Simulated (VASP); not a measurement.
The system is Li.

```
Li
1.0
     0.00000    2.21000    2.21000
     2.21000    0.00000    2.21000
     2.21000    2.21000    0.00000
Li
1
Direct
  0.00000 0.00000 0.00000
```

This isn't the form of Li at room conditions, which is bcc.

| Property | Result |
| --- | --- |
| Program | VASP 6.6.1 |
| Task | relaxation of volume and atoms at fixed shape |
| Functional | PBEsol |
| Potentials or basis | VASP PAW PBE potentials, release 64 (Li_sv) |
| Cutoff | 750 eV |
| k mesh | 9 × 9 × 9 |
| Occupations | fermi-dirac, width 0.1 eV |
| Spin | no spin polarisation |

At the start: pressure -0.9 GPa; volume 21.59 Å³/atom.

Question: How do energy, volume and symmetry change on relaxing?

Answer: Over 3 steps the energy falls by 4.5 meV/atom and the volume is 20.08 Å³/atom (-7.0 %); space group Fm-3m (No. 225, to 0.1 Å) before and after.

Step by step:
| step | energy change (eV) | largest force (eV/Å) | pressure (GPa) | volume (Å³) |
| --- | --- | --- | --- | --- |
| 1 | 0.0000 | 0.0000 | -0.92 | 21.59 |
| 2 | -0.0019 | 0.0000 | -0.71 | 21.20 |
| 3 | -0.0045 | 0.0000 | 0.00 | 20.08 |

Final structure:
```
CELL_PARAMETERS angstrom
0.00000 2.15742 2.15742
2.15742 0.00000 2.15742
2.15742 2.15742 0.00000
ATOMIC_POSITIONS crystal
Li 0.00000 0.00000 0.00000
```

Caveat: the PAW data sets were made with another functional, which shifts forces and pressure a little.
